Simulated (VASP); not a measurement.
Wanted: the native input for a VASP 6.6.1 run.

```
Task                   : single point
Functional             : BLYP
Potentials or basis    : VASP PAW PBE potentials, release 64 (Cr_pv)
Cutoff                 : 520 eV
k mesh                 : 25 × 25 × 25
Occupations            : fermi-dirac, width 0.1 eV
Spin                   : no spin polarisation
Dipole correction      : no
Further INCAR settings : ALGO = Normal; EDIFF = 1e-07; NBANDS = 12
```

The structure of Cr lies in POSCAR:

```
Cr
1.0
   -1.4770691377      1.4770691377      1.4770691377
    1.4770691377     -1.4770691377      1.4770691377
    1.4770691377      1.4770691377     -1.4770691377
Cr
1
Direct
    0.0000000000      0.0000000000      0.0000000000
```

This cell differs from its parent crystal: volume scaled by 1.08.

The input as run:

INCAR

```
PREC     = Accurate       # precision mode
ENCUT    = 520            # plane-wave cutoff, eV
EDIFF    = 1E-7           # SCF threshold, eV
ISMEAR   = -1             # smearing method
SIGMA    = 0.1            # smearing width, eV
LREAL    = False          # projectors in reciprocal space
LASPH    = True           # aspherical terms in the spheres
NELM     = 60             # most SCF steps
ALGO     = Normal         # electronic algorithm
ISIF     = 2              # what is computed and relaxed
LWAVE    = False          # write WAVECAR
LCHARG   = False          # write CHGCAR
GGA      = B5             # functional
ALDAX    = 1.0          
AGGAX    = 1.0          
AGGAC    = 1.0          
ALDAC    = 0.0          
NBANDS   = 12             # bands
```

KPOINTS

```
Automatic mesh
0
Gamma
  25 25 25
```

Potentials or basis: VASP PAW PBE potentials, release 64 (Cr_pv).

The run is started by

```console
$ cat potpaw_PBE.64/Cr_pv/POTCAR > POTCAR
$ mpirun -np 1 vasp_std > vasp.out
```

It gave:

```
Pressure               : -15.3 GPa
Band gap on the k mesh : zero (band 6 reaches 11.95 eV, above the bottom of band 7 at 9.12 eV)
```

Caveat: the PAW data sets were made with another functional, which shifts forces and pressure a little; the run has no spin polarisation, though such a crystal can be magnetic.

Run time: 26 s on 1 thread of Intel(R) Xeon(R) 6975P-C (Granite Rapids), with other jobs on the host, peak memory 0.18 GiB.
